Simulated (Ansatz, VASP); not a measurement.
One calculation of Ta, two programs

```
Ta
1.0
     2.94168    0.00000    0.00000
    -1.47084    2.54757    0.00000
     0.00000    0.00000    4.80377
Ta
2
Direct
  0.33333 0.66667 0.25000
  0.66667 0.33333 0.75000
```

Alike in both runs: task single point; functional PBE; dispersion D3(BJ); k mesh 9 × 9 × 4; occupations gaussian, width 0.1 eV; no spin polarisation.

|  | VASP | Ansatz |
| --- | --- | --- |
| version | VASP 6.6.1 | Ansatz 0.2.0 |
| potentials or method | VASP PAW PBE potentials, release 64 (Ta_pv), cutoff 500 eV | scalar-relativistic, plane waves, PAW |
| valence electrons in the cell | 22 | 26 |

Ansatz gave:

* gap on the k mesh at the Fermi level (eV): none
* pressure (GPa): 1.7
* traceless stress, the component that is largest in VASP (GPa): 8.62

Q: Estimate VASP's values.

A: gap on the k mesh at the Fermi level (eV): none; pressure (GPa): 1.8; traceless stress, the component that is largest in VASP (GPa): 8.63.

A gap of «none» marks a metal or a gap that the smearing closes. VASP's potentials hold 22 valence electrons a cell and Ansatz's 26, so a difference there can come from the potentials and not from the codes.

Spin-orbit coupling is off throughout.
